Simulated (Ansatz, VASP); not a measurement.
# InAs in VASP and in Ansatz

```
In As
1.0
     0.00000    2.87132    2.87132
     2.87132    0.00000    2.87132
     2.87132    2.87132    0.00000
In As
1 1
Direct
  0.00000 0.00000 0.00000
  0.50000 0.50000 0.50000
```

Alike in both runs: task single point; functional r2SCAN; k mesh 20 × 20 × 20; occupations gaussian, width 0.1 eV; no spin polarisation.

|  | VASP | Ansatz |
| --- | --- | --- |
| version | VASP 6.6.1 | Ansatz 0.2.0 |
| potentials or method | VASP PAW PBE potentials, release 64 (In_d, As), cutoff 520 eV | scalar-relativistic, plane waves, PAW |
| valence electrons in the cell | 18 | 28 |

```tsv
	VASP	Ansatz	Ansatz less VASP
gap on the k mesh at the Fermi level (eV)	none	none	-
pressure (GPa)	-2.0	-2.0	-0.07
```

VASP's potentials were made for PBE, not for r2SCAN. A gap of «none» marks a metal or a gap that the smearing closes. VASP's potentials hold 18 valence electrons a cell and Ansatz's 28, so a difference there can come from the potentials and not from the codes.
